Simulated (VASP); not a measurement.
# Sc2SbP3 (P6/mmm) in VASP: further runs, part 2 of 3

VASP 6.6.1. The steps go on from the part before.

### 4 Single point, PBE

This run uses another cell than the first one, of 19.54 Å³/atom.

Contents of INCAR:

```
  PREC = Accurate
  ENCUT = 520
  EDIFF = 1E-6
  ISMEAR = 0
  SIGMA = 0.1
  LREAL = False
  LASPH = True
  NELM = 60
  ALGO = Normal
  ISIF = 2
  LWAVE = False
  LCHARG = False
  GGA = PE
  NBANDS = 30
```

Contents of KPOINTS:

```
Automatic mesh
0
Gamma
  6 6 10
```

Contents of POSCAR:

```
Sc2SbP3
1.0
    5.8014138514      0.0000000000      0.0000000000
   -2.9007069257      5.0241717732      0.0000000000
    0.0000000000      0.0000000000      4.0218832485
Sc Sb P
2 1 3
Direct
    0.3333333333      0.6666666667      0.0000000000
    0.6666666667      0.3333333333      0.0000000000
    0.0000000000      0.0000000000      0.0000000000
    0.5000000000      0.0000000000      0.5000000000
    0.5000000000      0.5000000000      0.5000000000
    0.0000000000      0.5000000000      0.5000000000
```

Potentials or basis: VASP PAW PBE potentials, release 64 (Sc_sv, Sb, P).

Launch:

```bash
> cat potpaw_PBE.64/Sc_sv/POTCAR potpaw_PBE.64/Sb/POTCAR potpaw_PBE.64/P/POTCAR > POTCAR
> mpirun -np 1 vasp_std > vasp.out
```

OUTCAR:

```text
PREC = Accurate
   ENCUT = 520
   EDIFF = 1E-6
   ISMEAR = 0
   LREAL = False
   LASPH = True
   NELM = 60
   ISIF = 2
   GGA = PE

 ion  position               nearest neighbor table
   1  0.333  0.667  0.000-   6 2.62   6 2.62   4 2.62   4 2.62   5 2.62   5 2.62   3 3.35   2 3.35
                             2 3.35   3 3.35   3 3.35   2 3.35
   2  0.667  0.333  0.000-   6 2.62   6 2.62   4 2.62   4 2.62   5 2.62   5 2.62   3 3.35   1 3.35
                             1 3.35   3 3.35   3 3.35   1 3.35
   3  0.000  0.000  0.000-   1 3.35   2 3.35   2 3.35   1 3.35   2 3.35   1 3.35
   4  0.500  0.000  0.500-   1 2.62   2 2.62   1 2.62   2 2.62   5 2.90   6 2.90   5 2.90   6 2.90

   5  0.500  0.500  0.500-   1 2.62   2 2.62   1 2.62   2 2.62   6 2.90   6 2.90   4 2.90   4 2.90

   6  0.000  0.500  0.500-   1 2.62   2 2.62   1 2.62   2 2.62   5 2.90   5 2.90   4 2.90   4 2.90

  LATTYP: Found a hexagonal cell.
 ALAT       =     5.8014138514
 C/A-ratio  =     0.6932591523

  Lattice vectors:

 A1 = (   5.8014138514,   0.0000000000,   0.0000000000)
 A2 = (  -2.9007069257,   5.0241717732,   0.0000000000)
 A3 = (   0.0000000000,   0.0000000000,   4.0218832485)

Analysis of symmetry for initial positions (statically):
=====================================================================
 Subroutine PRICEL returns:
 Original cell was already a primitive cell.

 Routine SETGRP: Setting up the symmetry group for a
 hexagonal supercell.

 Subroutine GETGRP returns: Found 24 space group operations
 (whereof 24 operations were pure point group operations)
 out of a pool of 24 trial point group operations.

The static configuration has the point symmetry D_6h.

Analysis of symmetry for dynamics (positions and initial velocities):
=====================================================================
 Subroutine PRICEL returns:
 Original cell was already a primitive cell.

 Routine SETGRP: Setting up the symmetry group for a
 hexagonal supercell.

 Subroutine GETGRP returns: Found 24 space group operations
 (whereof 24 operations were pure point group operations)
 out of a pool of 24 trial point group operations.

The dynamic configuration has the point symmetry D_6h.

 Subroutine INISYM returns: Found 24 space group operations
 (whereof 24 operations are pure point group operations),
 and found     1 'primitive' translations

----------------------------------------------------------------------------------------

                                     Primitive cell

  volume of cell :     117.2270

  direct lattice vectors                    reciprocal lattice vectors
     5.801413851  0.000000000  0.000000000     0.172371774  0.099518890  0.000000000
    -2.900706926  5.024171773  0.000000000     0.000000000  0.199037781  0.000000000
     0.000000000  0.000000000  4.021883249     0.000000000  0.000000000  0.248639739

  length of vectors
     5.801413851  5.801413851  4.021883249     0.199037781  0.199037781  0.248639739

  position of ions in fractional coordinates (direct lattice)
     0.333333333  0.666666667  0.000000000
     0.666666667  0.333333333  0.000000000
     0.000000000  0.000000000  0.000000000
     0.500000000  0.000000000  0.500000000
     0.500000000  0.500000000  0.500000000
     0.000000000  0.500000000  0.500000000
[... 32 lines left out ...]
 ===========================================

 Found     42 irreducible k-points:

 Following reciprocal coordinates:
            Coordinates               Weight
  0.000000  0.000000  0.000000      1.000000
  0.166667  0.000000  0.000000      6.000000
  0.333333  0.000000  0.000000      6.000000
  0.500000  0.000000  0.000000      3.000000
  0.166667  0.166667  0.000000      6.000000
  0.333333  0.166667  0.000000     12.000000
[... 16 lines left out ...]
  0.166667  0.000000  0.300000     12.000000
  0.333333  0.000000  0.300000     12.000000
 [... further k-points ...]
   k-points           NKPTS =     42   k-points in BZ     NKDIM =     42   number of bands    NBANDS=     30
   number of dos      NEDOS =    301   number of ions     NIONS =      6
   total plane-waves  NPLWV =  69120
   dimension x,y,z NGX =    48 NGY =   48 NGZ =   30
   dimension x,y,z NGXF=    96 NGYF=   96 NGZF=   60
   ions per type =               2   1   3
   NGX,Y,Z   is equivalent  to a cutoff of  13.75, 13.75, 12.40 a.u.
   NGXF,Y,Z  is equivalent  to a cutoff of  27.51, 27.51, 24.80 a.u.
 SYSTEM =  unknown system
   PREC   = accura    normal or accurate (medium, high low for compatibility)
   ISTART =      0    job   : 0-new  1-cont  2-samecut
   ICHARG =      2    charge: 1-file 2-atom 10-const
   ISPIN  =      1    spin polarized calculation?
   LNONCOLLINEAR =      F non collinear calculations
   LSORBIT =      F    spin-orbit coupling
   LASPH  =      T    aspherical Exc in radial PAW
   ENCUT  =  520.0 eV  38.22 Ry    6.18 a.u.  10.79 10.79  7.48*2*pi/ulx,y,z
   NELM   =     60;   NELMIN=  2; NELMDL= -5     # of ELM steps
   EDIFF  = 0.1E-05   stopping-criterion for ELM
   LREAL  =      F    real-space projection
   EDIFFG = 0.1E-04   stopping-criterion for IOM
   NSW    =      0    number of steps for IOM
   IBRION =     -1    ionic relax: 0-MD 1-quasi-New 2-CG
   NFREE  =      0    steps in history (QN), initial steepest desc. (CG)
   ISIF   =      2    stress and relaxation
   ISYM   =      2    0-nonsym 1-usesym 2-fastsym
   POTIM  = 0.5000    time-step for ionic-motion
   TEBEG  =    0.0;   TEEND  =   0.0 temperature during run
   PSTRESS=    0.0 pullay stress
   NELECT =      42.0000    total number of electrons
   NUPDOWN=      -1.0000    fix difference up-down
   EMIN   =  10.00;   EMAX   =-10.00  energy-range for DOS
   EFERMI =   0.00;   METHOD = LEGACY
   ISMEAR =     0;   SIGMA  =   0.10  broadening in eV -4-tet -1-fermi 0-gaus
   EFERMI_NEDOS =   21; number of points for ismear=-14 and -15
   IALGO  =     38    algorithm
   IMIX   =      4    mixing-type and parameters
     AMIX     =   0.40;   BMIX     =  1.00
     AMIX_MAG =   1.60;   BMIX_MAG =  1.00
  volume/ion in A,a.u.               =      19.54       131.85
  Fermi-wavevector in a.u.,A,eV,Ry     =   1.162738  2.197257 18.394539  1.351960
  Thomas-Fermi vector in A             =   2.299296
   LORBIT       =      0    0 simple, 1 ext, 2 COOP (PROOUT), +10 PAW based schemes
   GGA     = PE    functional components
   LHFCALC =     F    Hartree Fock is set to
   AEXX    =    0.0000 exact exchange contribution
   IVDW    =     0    specifies the selected vdW correction
   LEPSILON=     F    determine dielectric tensor
   LRPA    =     F    only Hartree local field effects (RPA)
 non-spin polarized calculation
 Gauss-broadening in eV      SIGMA  =   0.10
  energy-cutoff  :      520.00
  volume of cell :      117.23
 maximum number of plane-waves:      3177
 NGX is ok and might be reduce to    48
   NGX = 21   NGY = 21   NGZ = 15

 number of electron      41.9999998 magnetization

 Free energy of the ion-electron system (eV)
  ---------------------------------------------------
  ext. energy  EPLUGINS =         0.00000000
  ---------------------------------------------------
  free energy    TOTEN  =       -36.24366802 eV

  energy without entropy =      -36.23382325  energy(sigma->0) =      -36.23874564

 E-fermi :   6.9845     XC(G=0): -10.5500

 val. band max:        6.9545505666   @ k =   0.5000   0.0000   0.2000
 cond. band min:       6.9972426119   @ k =   0.0000   0.0000   0.2000
 fundamental gap:      0.0426920453
 Fermi energy:         6.9844843744

 k-point     1 :       0.0000    0.0000    0.0000
  band No.  band energies     occupation
      1     -42.4481      2.00000
      2     -42.4239      2.00000
      3     -21.1956      2.00000
      4     -21.1956      2.00000
      5     -21.1526      2.00000
      6     -21.1119      2.00000
[... 781 lines left out ...]
     29       9.7356      0.00000
     30       9.9835      0.00000

 [... further k-points ...]
[... 5 lines left out ...]
  --------------------------------------------------------------------------------------
  -------------------------------------------------------------------------------------
  Total        0.0431282      0.0431282      0.1594128      0.0000000      0.0000000      0.0000000
  in kB        0.5894460      0.5894460      2.1787425      0.0000000      0.0000000      0.0000000
  external PRESSURE =       1.1192115 kB  Pullay stress =       0.0000000 kB

 VOLUME and BASIS-vectors are now :
 -----------------------------------------------------------------------------
  energy-cutoff  :      520.00
  volume of cell :      117.23
      direct lattice vectors                 reciprocal lattice vectors
     5.801413851  0.000000000  0.000000000     0.172371774  0.099518890  0.000000000
    -2.900706926  5.024171773  0.000000000     0.000000000  0.199037781  0.000000000
     0.000000000  0.000000000  4.021883249     0.000000000  0.000000000  0.248639739

 POSITION                                       TOTAL-FORCE (eV/Angst)
 -----------------------------------------------------------------------------------
     -0.00000      3.34945      0.00000        -0.000000      0.000000      0.000000
      2.90071      1.67472      0.00000         0.000000     -0.000000      0.000000
      0.00000      0.00000      0.00000        -0.000000      0.000000      0.000000
      2.90071      0.00000      2.01094        -0.000000      0.000000      0.000000
      1.45035      2.51209      2.01094        -0.000000      0.000000      0.000000
     -1.45035      2.51209      2.01094        -0.000000      0.000000      0.000000
 -----------------------------------------------------------------------------------
    total drift:                               -0.000000      0.000000      0.000000

  FREE ENERGIE OF THE ION-ELECTRON SYSTEM (eV)
  ---------------------------------------------------
  free  energy   TOTEN  =       -36.2436680211 eV

  energy  without entropy=      -36.2338232539  energy(sigma->0) =      -36.23874564
```

OSZICAR:

```text
N       E                     dE             d eps       ncg     rms          rms(c)
DAV:   1     0.514909910877E+03    0.51491E+03   -0.18136E+04  2520   0.132E+03
DAV:   2     0.173998329220E+02   -0.49751E+03   -0.48876E+03  2872   0.465E+02
DAV:   3    -0.365507163513E+02   -0.53951E+02   -0.52044E+02  4280   0.150E+02
DAV:   4    -0.391120977602E+02   -0.25614E+01   -0.24942E+01  4264   0.297E+01
DAV:   5    -0.391571591132E+02   -0.45061E-01   -0.44941E-01  3924   0.437E+00    0.147E+01
DAV:   6    -0.363914106171E+02    0.27657E+01   -0.11376E+01  4002   0.261E+01    0.597E+00
DAV:   7    -0.362883839174E+02    0.10303E+00   -0.49158E-01  3834   0.409E+00    0.334E+00
DAV:   8    -0.362434879220E+02    0.44896E-01   -0.13104E-01  3828   0.206E+00    0.331E-01
DAV:   9    -0.362435748838E+02   -0.86962E-04   -0.12484E-02  3824   0.634E-01    0.209E-01
DAV:  10    -0.362436444145E+02   -0.69531E-04   -0.94376E-04  4024   0.264E-01    0.904E-02
DAV:  11    -0.362436731899E+02   -0.28775E-04   -0.10586E-04  4328   0.852E-02    0.240E-02
DAV:  12    -0.362436703006E+02    0.28893E-05   -0.13984E-05  3650   0.271E-02    0.132E-02
DAV:  13    -0.362436680811E+02    0.22195E-05   -0.24831E-06  2448   0.101E-02    0.404E-03
DAV:  14    -0.362436680211E+02    0.59928E-07   -0.33057E-07  1992   0.551E-03
   1 F= -.36243668E+02 E0= -.36238746E+02  d E =-.984477E-02
```

It took 96 s on 1 thread of Intel Xeon 6975P-C (Granite Rapids), shared host; peak memory 0.32 GiB.

Results:

* Free energy: -36.2437 eV
* Pressure: 0.1 GPa
* Band gap on the k mesh: zero (bands 21 and 22 overlap by 1.70 eV)

Levels at points of the mesh, in eV from the Fermi level:
```csv
k point,band 19,band 20,band 21,band 22,band 23,band 24
"(0.00, 0.00, 0.00)",-0.26,0.34,0.34,1.20,1.20,1.39
"(0.50, 0.00, 0.00)",-2.13,-1.76,-1.12,1.09,1.14,1.60
"(0.00, 0.00, 0.50)",-2.48,-2.48,-1.99,1.29,1.29,1.43
"(0.50, 0.00, 0.50)",-2.27,-1.56,-1.45,0.32,0.96,1.23
```

Caveat: spin-orbit coupling is left out, which moves the levels of the heavy elements.

### 5 Relaxation of cell and atoms, PBE

Contents of INCAR:

```
PREC = Accurate ; ENCUT = 600
EDIFF = 1E-6 ; ISMEAR = 0
SIGMA = 0.1 ; LREAL = F
LASPH = T ; NELM = 80
ALGO = Normal ; ISIF = 3
LWAVE = F ; LCHARG = F
GGA = PE ; IBRION = 2
NSW = 90 ; EDIFFG = -0.04
```

Contents of KPOINTS:

```
regular mesh
0
Gamma
  3 3 6
```

Contents of POSCAR:

```
Sc2SbP3
1.0
    6.0543235300      0.0000000000      0.0000000000
   -3.0271617600      5.2431979800      0.0000000000
    0.0000000000      0.0000000000      3.5297498700
Sc Sb P
2 1 3
Direct
    0.3333333300      0.6666666700      0.0000000000
    0.6666666700      0.3333333300      0.0000000000
    0.0000000000      0.0000000000      0.0000000000
    0.5000000000      0.0000000000      0.5000000000
    0.5000000000      0.5000000000      0.5000000000
    0.0000000000      0.5000000000      0.5000000000
```

Launch:

```bash
> cat potpaw_PBE.64/Sc_sv/POTCAR potpaw_PBE.64/Sb/POTCAR potpaw_PBE.64/P/POTCAR > POTCAR
> mpirun -np 1 vasp_std > vasp.out
```

Wall time 2.5 min (1 thread of Intel Xeon 6975P-C (Granite Rapids), shared host); peak memory 0.26 GiB.

It converged, with:

```
Free energy                           : -36.2193 eV
Relaxed volume                        : 19.86 Å³/atom
Relaxed cell                          : a = 5.928 Å, b = 5.928 Å, c = 3.915 Å, α = 90.00°, β = 90.00°, γ = 120.00°
Space group after relaxing (to 0.1 Å) : P6/mmm (No. 191)
Energy gained by relaxing             : 107.3 meV/atom
Ionic steps                           : 8
Pressure after relaxing               : 0.0 GPa
Band gap on the k mesh                : zero (bands 21 and 22 overlap by 1.14 eV)
```

Step by step:
| step | energy change (eV) | largest force (eV/Å) | pressure (GPa) | volume (Å³) |
| --- | --- | --- | --- | --- |
| 1 | 0.0000 | 0.0000 | 10.27 | 112.05 |
| 2 | -0.3815 | 0.0000 | -5.74 | 132.38 |
| 3 | -0.5225 | 0.0000 | -1.27 | 124.79 |
| 4 | -0.5952 | 0.0000 | -1.06 | 122.92 |
| 5 | -0.6406 | 0.0000 | -0.60 | 120.41 |
| 6 | -0.6428 | 0.0000 | -0.45 | 119.75 |
| 7 | -0.6429 | 0.0000 | 0.43 | 118.57 |
| 8 | -0.6438 | 0.0000 | 0.00 | 119.14 |

Final structure:
```
Sc Sb P
1.0
     5.92770    0.00000    0.00000
    -2.96385    5.13354    0.00000
     0.00000    0.00000    3.91529
Sc Sb P
2 1 3
Direct
  0.33333 0.66667 0.00000
  0.66667 0.33333 0.00000
  0.00000 0.00000 0.00000
  0.50000 0.00000 0.50000
  0.50000 0.50000 0.50000
  0.00000 0.50000 0.50000
```

Levels at points of the mesh, in eV from the Fermi level:
```
           k point  band 19  band 20  band 21  band 22  band 23  band 24
(0.00, 0.00, 0.00)    -0.30     0.45     0.45     1.29     1.30     1.45
(0.00, 0.00, 0.50)    -2.31    -2.31    -2.08     1.01     1.01     1.81
```

Caveat: the k points lie up to 0.41 Å⁻¹ apart in the final cell, too coarse for converged energies and pressures of a metal; spin-orbit coupling is left out, which moves the levels of the heavy elements.

[end of part 2 of 3]

The gap in the log of VASP goes by the Fermi energy; the results here count the filled bands.